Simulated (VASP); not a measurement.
The system is Eu.

```xyz
1
Lattice="2.8267 0.0000 0.0000 0.0000 2.8267 0.0000 0.0000 0.0000 2.8267" Properties=species:S:1:pos:R:3 pbc="T T T"
Eu    0.0000    0.0000    0.0000
```

This isn't the form of Eu at room conditions, which is bcc.

Base run:

```yaml
Program: VASP 6.6.1
Functional: RPBE
Potentials_or_basis: VASP PAW PBE potentials, release 64 (Eu)
Cutoff: 520 eV
k_mesh: 11 × 11 × 11
Occupations: fermi-dirac, width 0.05 eV
Spin: collinear spin, ferromagnetic start
Starting_moments: "[7.0] μB"
```

Its results: pressure 27.6 GPa; net moment 7.22 μB per cell; site moments Eu +6.75 μB.

Problem. The run is repeated on the same cell with these changes: functional from RPBE to LDA. What comes out?

Solution. Pressure 15.4 GPa; net moment 7.13 μB per cell; site moments Eu +6.73 μB.

LDA binds more tightly than RPBE, so the same cell stands under less pressure.

Caveats: the cell stands under pressure; the PAW data sets were made with another functional, which shifts forces and pressure a little.
